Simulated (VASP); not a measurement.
Input of a VASP 6.6.1 run:

Contents of POSCAR:

```
ZnS
1.0
    3.8976739363      0.0000000000      0.0000000000
   -1.9488369681      3.3754846444      0.0000000000
    0.0000000000      0.0000000000     12.7655525367
Zn S
4 4
Direct
    0.6666666667      0.3333333333      0.7500000000
    0.3333333333      0.6666666667      0.2500000000
    0.0000000000      0.0000000000      0.5000000000
    0.0000000000      0.0000000000      0.0000000000
    0.6666666667      0.3333333333      0.9375000000
    0.3333333333      0.6666666667      0.4375000000
    0.0000000000      0.0000000000      0.6875000000
    0.0000000000      0.0000000000      0.1875000000
```

File INCAR.step1:

```
  ALGO = Normal
  EDIFF = 1E-4
  ENCUT = 520
  GGA = PE
  ISMEAR = -1
  LASPH = T
  LCHARG = F
  LREAL = F
  LWAVE = T
  NBANDS = 46
  NELM = 60
  PREC = Accurate
  SIGMA = 0.05
```

The input INCAR.step2:

```
  ALGO = Normal
  EDIFF = 1E-6
  ENCUT = 520
  ISIF = 2
  ISMEAR = -1
  ISTART = 1
  LASPH = T
  LCHARG = F
  LMIXTAU = T
  LREAL = F
  LWAVE = F
  METAGGA = R2SCAN
  NBANDS = 46
  NELM = 60
  PREC = Accurate
  SIGMA = 0.05
```

KPOINTS

```
k-points
0
Gamma
  8 8 3
```

Potentials or basis: VASP PAW PBE potentials, release 64 (Zn, S).

Launch:

```sh
$ cat potpaw_PBE.64/Zn/POTCAR potpaw_PBE.64/S/POTCAR > POTCAR
$ cp INCAR.step1 INCAR
$ mpirun -np 1 vasp_std > vasp.out
$ cp INCAR.step2 INCAR
$ mpirun -np 1 vasp_std > vasp.out
```

Estimate the largest force.

0.027 eV/Å.

Predict the pressure.

-4.7 GPa.

What does it give for the band gap on the k mesh?

2.42 eV, direct.

Forces on the atoms (eV/Å):
```
Zn   0.000  0.000 -0.005
Zn   0.000  0.000 -0.005
Zn   0.000  0.000 -0.001
Zn   0.000  0.000 -0.001
S    0.000  0.000  0.027
S    0.000  0.000  0.027
S    0.000  0.000 -0.021
S    0.000  0.000 -0.021
```

Caveat: the PAW data sets were made with another functional, which shifts forces and pressure a little. A k mesh can miss the band edges.
